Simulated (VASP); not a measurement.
# NiGe3: single point with PBE

The system is NiGe3.

```
Ni Ge
1.0
     3.14269    0.00000    0.00000
    -1.57135    2.72165    0.00000
     0.00000    0.00000   15.48692
Ni Ge
2 6
Direct
  0.00000 0.00000 0.00000
  0.00000 0.00000 0.50000
  0.33333 0.66667 0.10524
  0.66667 0.33333 0.60524
  0.33333 0.66667 0.39476
  0.66667 0.33333 0.89476
  0.33333 0.66667 0.75000
  0.66667 0.33333 0.25000
```

```json
{"Program": "VASP 6.6.1", "Task": "single point", "Functional": "PBE", "Potentials or basis": "VASP PAW PBE potentials, release 64 (Ni, Ge_d)", "Cutoff": "520 eV", "k mesh": "6 × 6 × 2", "Occupations": "gaussian, width 0.2 eV", "Spin": "no spin polarisation"}
```

```
Pressure               : 0.2 GPa
Largest force          : 0.021 eV/Å
Band gap on the k mesh : zero (band 52 reaches 12.68 eV, above the bottom of band 53 at 6.55 eV)
```

Forces on the atoms (eV/Å):
```
Ni   0.000  0.000  0.000
Ni   0.000  0.000  0.000
Ge   0.000  0.000 -0.021
Ge   0.000  0.000 -0.021
Ge   0.000  0.000  0.021
Ge   0.000  0.000  0.021
Ge   0.000  0.000  0.000
Ge   0.000  0.000  0.000
```

Stress tensor (GPa, compression positive):
```
0.04 0.00 0.00
0.00 0.04 0.00
0.00 0.00 0.45
```

Levels at points of the mesh, in eV from the Fermi level:
| k point | band 47 | band 48 | band 49 | band 50 | band 51 | band 52 | band 53 | band 54 | band 55 | band 56 |
| --- | --- | --- | --- | --- | --- | --- | --- | --- | --- | --- |
| (0.00, 0.00, 0.00) | -1.83 | -1.83 | -0.47 | 2.17 | 4.61 | 5.21 | 5.21 | 5.41 | 5.41 | 6.02 |
| (0.50, 0.00, 0.00) | -2.11 | -1.67 | -1.23 | -1.23 | -1.15 | -0.75 | -0.29 | 1.19 | 1.43 | 1.92 |
| (0.00, 0.00, 0.50) | -1.83 | -1.83 | 0.65 | 0.65 | 5.30 | 5.30 | 5.30 | 5.30 | 6.27 | 6.27 |
| (0.50, 0.00, 0.50) | -1.98 | -1.98 | -1.23 | -1.23 | -0.85 | -0.85 | 0.63 | 0.63 | 1.64 | 1.64 |

It took 74 s on 1 thread of AMD EPYC 9R45 (Zen 5) (shared host), peak memory 0.25 GiB.

Caveat: the k points lie up to 0.38 Å⁻¹ apart. Spin polarisation is off, so any magnetic state and its effect on volume and gap are missing.
